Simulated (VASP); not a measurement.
SeBr3O: single point with PBE

Crystal: SeBr3O.

```
O Se Br
1.0
     0.00000    3.93276    0.00000
     8.59040   -1.96638    0.00000
     3.80708    0.00000   -8.68514
O Se Br
2 2 6
Direct
  0.73100 0.46200 0.57900
  0.26900 0.53800 0.42100
  0.19600 0.39200 0.68490
  0.80400 0.60800 0.31510
  0.33000 0.66000 0.75050
  0.67000 0.34000 0.24950
  0.61690 0.23380 0.93410
  0.38310 0.76620 0.06590
  0.04790 0.09580 0.64970
  0.95210 0.90420 0.35030
```

```json
{
  "Program": "VASP 6.6.1",
  "Task": "single point",
  "Functional": "PBE",
  "Potentials or basis": "VASP PAW PBE potentials, release 64 (O, Se, Br)",
  "Cutoff": "520 eV",
  "k mesh": "5 × 5 × 2",
  "Occupations": "gaussian, width 0.0682 eV",
  "Spin": "no spin polarisation",
  "Dipole correction": "no",
  "Further INCAR settings": "ALGO = Normal; EDIFF = 1e-06; NBANDS = 44"
}
```

| Property | Result |
| --- | --- |
| Pressure | -4.9 GPa |
| Largest force | 2.098 eV/Å |
| Band gap on the k mesh | zero (bands 33 and 34 overlap by 0.21 eV) |

Forces in eV/Å, atoms in the order of the input:
```
O   -0.204  0.000 -0.495
O    0.204  0.000  0.495
Se   0.320  0.000  2.074
Se  -0.320  0.000 -2.074
Br  -0.364  0.000  0.061
Br   0.364  0.000 -0.061
Br   0.030  0.000  0.279
Br  -0.030  0.000 -0.279
Br   0.394  0.000 -0.051
Br  -0.394  0.000  0.051
```

Stress tensor (GPa, compression positive):
```
-2.95  0.00  0.03
 0.00 -6.55  0.00
 0.03  0.00 -5.14
```

Levels at points of the mesh, in eV from the Fermi level:
```
           k point  band 30  band 31  band 32  band 33  band 34  band 35  band 36  band 37
(0.00, 0.00, 0.00)    -0.10    -0.03     0.05     0.06     0.13     1.53     2.10     2.76
(0.00, 0.00, 0.50)    -0.23    -0.13    -0.13     0.04     0.15     1.34     2.26     2.71
```

It took 6.4 min on 1 thread of Intel(R) Xeon(R) Platinum 8259CL CPU @ 2.50GHz (Skylake/Cascade Lake), with other jobs on the host, peak memory 0.5 GiB.

Caveat: the cell stands under tension; forces of over 1 eV/Å act on the atoms, so gaps and moduli don't describe the material at rest.
